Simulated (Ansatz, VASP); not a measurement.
One calculation of CaBr, two programs

```
Ca Br
1.0
     3.91702    0.00000    0.00000
    -1.95851    3.39224    0.00000
     0.00000    0.00000    4.34103
Ca Br
1 1
Direct
  0.00000 0.00000 0.00000
  0.33333 0.66667 0.50000
```

Alike in both runs: task single point; functional revPBE; k mesh 10 × 10 × 8; occupations fermi-dirac, width 0.05 eV; no spin polarisation.

|  | VASP | Ansatz |
| --- | --- | --- |
| version | VASP 6.6.1 | Ansatz 0.2.0 |
| potentials or method | VASP PAW PBE potentials, release 64 (Ca_sv, Br) | plane waves, PAW |
| plane-wave cutoff (eV) | 520 | 420 |
| valence electrons in the cell | 17 | 17 |

```tsv
	VASP	Ansatz	Ansatz less VASP
pressure (GPa)	1.7	1.7	-0.06
traceless stress, the component that is largest in VASP (GPa)	0.58	0.55	-0.026
```

VASP's potentials were made for PBE, not for revPBE. The functional is the same, so the differences come from potentials, cutoffs and numerics.
